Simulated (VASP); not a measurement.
# Ta in VASP: single point with PBEsol

Aim: the single point of Ta with PBEsol.

Program: VASP 6.6.1. These are calculated values, not measurements. Logs are shortened: lines on timing, memory, paths and dates and some standing lists are left out, and cuts for length are marked.

**1. The cell of the first run**

The cell holds a slab with vacuum, 14 atoms: a = 4.642 Å, b = 4.642 Å, c = 28.318 Å, α = 90.00°, β = 90.00°, γ = 60.00°.

**2. Single point, PBEsol**

Input file INCAR:

```
ALGO = Normal
DIPOL = 0.5 0.5 0.500
EDIFF = 1E-6
ENCUT = 520
GGA = PS
IDIPOL = 3
ISIF = 2
ISMEAR = 1
LASPH = T
LCHARG = T
LDIPOL = T
LELF = T
LREAL = F
LVACPOTAV = T
LVHAR = T
LWAVE = F
NBANDS = 90
NELM = 100
PREC = Accurate
SIGMA = 0.1
```

Input file KPOINTS:

```
k-points
0
Gamma
  8 8 1
```

Input file POSCAR:

```
Ta
1.0
    4.6418128370      0.0000000000      0.0000000000
    2.3209064180      4.0199278360      0.0000000000
    0.0000000000      0.0000000000     28.3175790090
Ta
14
Direct
    0.6666666667      0.6666666667      0.2825100266
    0.0000000000      0.0000000000      0.3159700225
    0.3333333333      0.3333333333      0.3494300184
    0.6666666667      0.6666666667      0.3828900143
    0.0000000000      0.0000000000      0.4163500102
    0.3333333333      0.3333333333      0.4498100061
    0.6666666667      0.6666666667      0.4832700020
    0.0000000000      0.0000000000      0.5167299980
    0.3333333333      0.3333333333      0.5501899939
    0.6666666667      0.6666666667      0.5836499898
    0.0000000000      0.0000000000      0.6171099857
    0.3333333333      0.3333333333      0.6505699816
    0.6666666667      0.6666666667      0.6840299775
    0.0000000000      0.0000000000      0.7174899734
```

Potentials or basis: VASP PAW PBE potentials, release 64 (Ta_pv).

Run with:

```console
$ cat potpaw_PBE.64/Ta_pv/POTCAR > POTCAR
$ mpirun -np 1 vasp_std > vasp.out
```

OUTCAR:

```text
EDIFF = 1E-6
   ENCUT = 520
   GGA = PS
   ISIF = 2
   ISMEAR = 1
   LASPH = T
   LREAL = F
   NELM = 100
   PREC = Accurate

 ion  position               nearest neighbor table
   1  0.667  0.667  0.283-   2 2.84   4 2.84   2 2.84   2 2.84   3 3.28   3 3.28   3 3.28
   2  0.000  0.000  0.316-   1 2.84   3 2.84   5 2.84   1 2.84   3 2.84   1 2.84   3 2.84   4 3.28
                             4 3.28   4 3.28
   3  0.333  0.333  0.349-   4 2.84   2 2.84   6 2.84   4 2.84   2 2.84   2 2.84   4 2.84   1 3.28
                             5 3.28   1 3.28   5 3.28   5 3.28   1 3.28
   4  0.667  0.667  0.383-   3 2.84   5 2.84   7 2.84   1 2.84   3 2.84   5 2.84   5 2.84   3 2.84
                             6 3.28   2 3.28   6 3.28   2 3.28   2 3.28   6 3.28
   5  0.000  0.000  0.416-   4 2.84   6 2.84   2 2.84   4 2.84   6 2.84   4 2.84   6 2.84   8 2.84
                             7 3.28   3 3.28   7 3.28   3 3.28   3 3.28   7 3.28
   6  0.333  0.333  0.450-   7 2.84   5 2.84   3 2.84   7 2.84   5 2.84   5 2.84   7 2.84   9 2.84
                             4 3.28   4 3.28   4 3.28   8 3.28   8 3.28   8 3.28
   7  0.667  0.667  0.483-   6 2.84   4 2.84   6 2.84   6 2.84   8 2.84   8 2.84   8 2.84  10 2.84
                             5 3.28   5 3.28   5 3.28   9 3.28   9 3.28   9 3.28
   8  0.000  0.000  0.517-   9 2.84  11 2.84   9 2.84   9 2.84   7 2.84   7 2.84   7 2.84   5 2.84
                            10 3.28  10 3.28  10 3.28   6 3.28   6 3.28   6 3.28
   9  0.333  0.333  0.550-  10 2.84   8 2.84  12 2.84  10 2.84   8 2.84   8 2.84  10 2.84   6 2.84
                            11 3.28  11 3.28  11 3.28   7 3.28   7 3.28   7 3.28
  10  0.667  0.667  0.584-   9 2.84  11 2.84  13 2.84   9 2.84  11 2.84  11 2.84   9 2.84   7 2.84
                            12 3.28   8 3.28  12 3.28   8 3.28   8 3.28  12 3.28
  11  0.000  0.000  0.617-  10 2.84  12 2.84   8 2.84  14 2.84  10 2.84  12 2.84  10 2.84  12 2.84
                             9 3.28  13 3.28   9 3.28  13 3.28   9 3.28  13 3.28
  12  0.333  0.333  0.651-  13 2.84  11 2.84   9 2.84  13 2.84  11 2.84  11 2.84  13 2.84  10 3.28
                            14 3.28  10 3.28  14 3.28  14 3.28  10 3.28
  13  0.667  0.667  0.684-  12 2.84  14 2.84  10 2.84  12 2.84  14 2.84  14 2.84  12 2.84  11 3.28
                            11 3.28  11 3.28
  14  0.000  0.000  0.717-  13 2.84  11 2.84  13 2.84  13 2.84  12 3.28  12 3.28  12 3.28

  LATTYP: Found a hexagonal cell.
 ALAT       =     4.6418128364
 C/A-ratio  =     6.1005430437

  Lattice vectors:

 A1 = (  -2.3209064180,  -4.0199278360,   0.0000000000)
 A2 = (   4.6418128370,   0.0000000000,   0.0000000000)
 A3 = (   0.0000000000,   0.0000000000,  28.3175790090)

Analysis of symmetry for initial positions (statically):
=====================================================================
 Subroutine PRICEL returns:
 Original cell was already a primitive cell.

 Routine SETGRP: Setting up the symmetry group for a
 hexagonal supercell.

 Subroutine GETGRP returns: Found 12 space group operations
 (whereof  6 operations were pure point group operations)
 out of a pool of 24 trial point group operations.

The static configuration has the point symmetry C_3v.
 The point group associated with its full space group is D_3d.

Analysis of symmetry for dynamics (positions and initial velocities):
=====================================================================
 Subroutine PRICEL returns:
 Original cell was already a primitive cell.

 Routine SETGRP: Setting up the symmetry group for a
 hexagonal supercell.

 Subroutine GETGRP returns: Found 12 space group operations
 (whereof  6 operations were pure point group operations)
 out of a pool of 24 trial point group operations.

The dynamic configuration has the point symmetry C_3v.
 The point group associated with its full space group is D_3d.

 Subroutine INISYM returns: Found 12 space group operations
 (whereof  6 operations are pure point group operations),
 and found     1 'primitive' translations

----------------------------------------------------------------------------------------

                                     Primitive cell

  volume of cell :     528.3990

  direct lattice vectors                    reciprocal lattice vectors
     4.641812837  0.000000000  0.000000000     0.215433072 -0.124380342  0.000000000
     2.320906418  4.019927836  0.000000000     0.000000000  0.248760684  0.000000000
[... 61 lines left out ...]

 Found     10 irreducible k-points:

 Following reciprocal coordinates:
            Coordinates               Weight
  0.000000  0.000000  0.000000      1.000000
  0.125000  0.000000  0.000000      6.000000
  0.250000  0.000000  0.000000      6.000000
  0.375000 -0.000000  0.000000      6.000000
  0.500000  0.000000  0.000000      3.000000
  0.250000  0.125000  0.000000      6.000000
  0.375000  0.125000  0.000000     12.000000
  0.500000  0.125000  0.000000     12.000000
  0.500000  0.250000  0.000000      6.000000
 -0.375000  0.250000  0.000000      6.000000
   k-points           NKPTS =     10   k-points in BZ     NKDIM =     10   number of bands    NBANDS=     90
   number of dos      NEDOS =    301   number of ions     NIONS =     14
   total plane-waves  NPLWV = 279936
   dimension x,y,z NGX =    36 NGY =   36 NGZ =  216
   dimension x,y,z NGXF=    72 NGYF=   72 NGZF=  432
   ions per type =              14
   NGX,Y,Z   is equivalent  to a cutoff of  12.89, 12.89, 12.68 a.u.
   NGXF,Y,Z  is equivalent  to a cutoff of  25.79, 25.79, 25.36 a.u.
 SYSTEM =  unknown system
   PREC   = accura    normal or accurate (medium, high low for compatibility)
   ISTART =      0    job   : 0-new  1-cont  2-samecut
   ICHARG =      2    charge: 1-file 2-atom 10-const
   ISPIN  =      1    spin polarized calculation?
   LNONCOLLINEAR =      F non collinear calculations
   LSORBIT =      F    spin-orbit coupling
   LASPH  =      T    aspherical Exc in radial PAW
   ENCUT  =  520.0 eV  38.22 Ry    6.18 a.u.   8.63  8.63 52.65*2*pi/ulx,y,z
   NELM   =    100;   NELMIN=  2; NELMDL= -5     # of ELM steps
   EDIFF  = 0.1E-05   stopping-criterion for ELM
   LREAL  =      F    real-space projection
   EDIFFG = 0.1E-04   stopping-criterion for IOM
   NSW    =      0    number of steps for IOM
   IBRION =     -1    ionic relax: 0-MD 1-quasi-New 2-CG
   NFREE  =      0    steps in history (QN), initial steepest desc. (CG)
   ISIF   =      2    stress and relaxation
   ISYM   =      2    0-nonsym 1-usesym 2-fastsym
   POTIM  = 0.5000    time-step for ionic-motion
   TEBEG  =    0.0;   TEEND  =   0.0 temperature during run
   PSTRESS=    0.0 pullay stress
   NELECT =     154.0000    total number of electrons
   NUPDOWN=      -1.0000    fix difference up-down
   EMIN   =  10.00;   EMAX   =-10.00  energy-range for DOS
   EFERMI =   0.00;   METHOD = LEGACY
   ISMEAR =     1;   SIGMA  =   0.10  broadening in eV -4-tet -1-fermi 0-gaus
   EFERMI_NEDOS =   21; number of points for ismear=-14 and -15
   IALGO  =     38    algorithm
   IMIX   =      4    mixing-type and parameters
     AMIX     =   0.40;   BMIX     =  1.00
     AMIX_MAG =   1.60;   BMIX_MAG =  1.00
  volume/ion in A,a.u.               =      37.74       254.70
  Fermi-wavevector in a.u.,A,eV,Ry     =   1.085411  2.051130 16.029269  1.178118
  Thomas-Fermi vector in A             =   2.221524
   LORBIT       =      0    0 simple, 1 ext, 2 COOP (PROOUT), +10 PAW based schemes
   GGA     = PS    functional components
   LHFCALC =     F    Hartree Fock is set to
   AEXX    =    0.0000 exact exchange contribution
   IVDW    =     0    specifies the selected vdW correction
   LEPSILON=     F    determine dielectric tensor
   LRPA    =     F    only Hartree local field effects (RPA)
 non-spin polarized calculation
 Methfessel and Paxton  Order N= 1 SIGMA  =   0.10
  energy-cutoff  :      520.00
  volume of cell :      528.40
 maximum number of plane-waves:     14275
   NGX = 17   NGY = 17   NGZ =105

 number of electron     154.0000012 magnetization

 dipolmoment           0.000000      0.000000      0.000000 electrons x Angstroem

 Free energy of the ion-electron system (eV)
  ---------------------------------------------------
  ext. energy  EPLUGINS =         0.00000000
  ---------------------------------------------------
  free energy    TOTEN  =      -167.89864348 eV

  energy without entropy =     -167.90480926  energy(sigma->0) =     -167.90069874

 E-fermi :   0.8280     XC(G=0):  -6.8673

 val. band max:        0.8208011517   @ k =   0.2500   0.0000   0.0000
 cond. band min:       0.8407809868   @ k =   0.3750  -0.0000   0.0000
 fundamental gap:      0.0199798351
 Fermi energy:         0.8280188366

 k-point     1 :       0.0000    0.0000    0.0000
  band No.  band energies     occupation
      1     -33.7663      2.00000
      2     -33.7660      2.00000
      3     -33.5609      2.00000
      4     -33.5609      2.00000
      5     -33.5609      2.00000
      6     -33.5609      2.00000
[... 909 lines left out ...]
     88       2.3897     -0.00000
     89       2.4789     -0.00000
 [bands above 89 left out]

------------------------ aborting loop because EDIFF is reached ----------------------------------------

  FORCE on cell =-STRESS in cart. coord.  units (eV):
  Direction    XX          YY          ZZ          XY          YZ          ZX
  --------------------------------------------------------------------------------------
  -------------------------------------------------------------------------------------
  Total      -10.7867244    -10.7867244    -11.2436349      0.0000000      0.0000000      0.0000000
  in kB      -32.7068079    -32.7068079    -34.0922226      0.0000000      0.0000000      0.0000000
  external PRESSURE =     -33.1686128 kB  Pullay stress =       0.0000000 kB

 VOLUME and BASIS-vectors are now :
 -----------------------------------------------------------------------------
  energy-cutoff  :      520.00
  volume of cell :      528.40
      direct lattice vectors                 reciprocal lattice vectors
     4.641812837  0.000000000  0.000000000     0.215433072 -0.124380342  0.000000000
     2.320906418  4.019927836  0.000000000     0.000000000  0.248760684  0.000000000
     0.000000000  0.000000000 28.317579009     0.000000000  0.000000000  0.035313753

 POSITION                                       TOTAL-FORCE (eV/Angst)
 -----------------------------------------------------------------------------------
      4.64181      2.67995      8.00000         0.000000     -0.000000      2.123114
      0.00000      0.00000      8.94751         0.000000      0.000000      0.316554
      2.32091      1.33998      9.89501         0.000000      0.000000     -1.285264
      4.64181      2.67995     10.84252         0.000000      0.000000     -0.717330
      0.00000      0.00000     11.79002        -0.000000      0.000000     -0.461931
      2.32091      1.33998     12.73753         0.000000     -0.000000     -0.258535
      4.64181      2.67995     13.68504         0.000000      0.000000      0.370540
      0.00000      0.00000     14.63254        -0.000000     -0.000000     -0.370540
      2.32091      1.33998     15.58005        -0.000000      0.000000      0.258535
      4.64181      2.67995     16.52755         0.000000      0.000000      0.461931
      0.00000      0.00000     17.47506        -0.000000     -0.000000      0.717330
      2.32091      1.33998     18.42257         0.000000      0.000000      1.285264
      4.64181      2.67995     19.37007        -0.000000     -0.000000     -0.316554
      0.00000      0.00000     20.31758        -0.000000      0.000000     -2.123114
 -----------------------------------------------------------------------------------
    total drift:                               -0.000000     -0.000000     -0.000000

  FREE ENERGIE OF THE ION-ELECTRON SYSTEM (eV)
  ---------------------------------------------------
  free  energy   TOTEN  =      -167.8986434780 eV

  energy  without entropy=     -167.9048092554  energy(sigma->0) =     -167.90069874

 vacuum level on the upper side and lower side of the slab         4.292         4.292
```

Run time: 24 min. Hardware: 1 thread of AMD EPYC 7R13 (Zen 3), shared host; peak memory 0.77 GiB.

Results:

* Free energy: -167.8986 eV
* Largest force: 2.123 eV/Å
* Band gap on the k mesh: zero (bands 77 and 78 overlap by 0.22 eV)

Forces in eV/Å, atoms in the order of the input:
```
Ta   0.000  0.000  2.123
Ta   0.000  0.000  0.317
Ta   0.000  0.000 -1.285
Ta   0.000  0.000 -0.717
Ta   0.000  0.000 -0.462
Ta   0.000  0.000 -0.259
Ta   0.000  0.000  0.371
Ta   0.000  0.000 -0.371
Ta   0.000  0.000  0.259
Ta   0.000  0.000  0.462
Ta   0.000  0.000  0.717
Ta   0.000  0.000  1.285
Ta   0.000  0.000 -0.317
Ta   0.000  0.000 -2.123
```

Levels at points of the mesh, in eV from the Fermi level:
```csv
k point,band 74,band 75,band 76,band 77,band 78,band 79,band 80,band 81
"(0.00, 0.00, 0.00)",-0.51,-0.51,-0.31,-0.31,-0.08,0.08,0.09,0.09
"(0.50, 0.00, 0.00)",-0.47,-0.39,-0.37,-0.25,0.12,0.18,0.47,0.54
```

Caveat: the PAW data sets were made with another functional, which shifts forces and pressure a little; spin-orbit coupling is left out, which moves the levels of the heavy elements.
